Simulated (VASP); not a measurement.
Runs of VASP 6.6.1 on Ga5N6. The structure is that of space group P-4m2 (No. 115), or close to it. The cells are those of the table. 

| cell | k mesh | dipole correction | gap on the mesh (eV) | largest force (eV/Å) |
| --- | --- | --- | --- | --- |
| a = 3.181, b = 3.181, c = 14.246 Å, 11 atoms | 8 × 8 × 1 | yes | none | 1.83 |
| a = 3.181, b = 3.181, c = 16.246 Å, 11 atoms | 8 × 8 × 1 | no | none | 1.74 |
| a = 3.181, b = 3.181, c = 26.246 Å, 11 atoms | 8 × 8 × 1 | yes | none | 1.74 |
| a = 3.181, b = 3.181, c = 18.246 Å, 11 atoms | 8 × 8 × 1 | yes | none | 1.74 |
| a = 3.181, b = 3.181, c = 26.246 Å, 11 atoms | 2 × 2 × 1 | yes | none | (a) |

Alike in all rows: task single point; level PBEsol; potentials or basis VASP PAW PBE potentials, release 64 (N, Ga_d); no spin polarisation; cutoff (eV) 520; smearing gaussian 0.05 eV.

Task: Estimate the missing entries.

Result: (a) 1.33.

Caveats: some runs use coarse meshes; the PAW data sets were made with another functional, which shifts forces and pressure a little.

A k mesh can miss the band edges, and the runs leave out spin-orbit coupling on Ga.

A gap of «none» marks levels without a gap at the run's occupations.
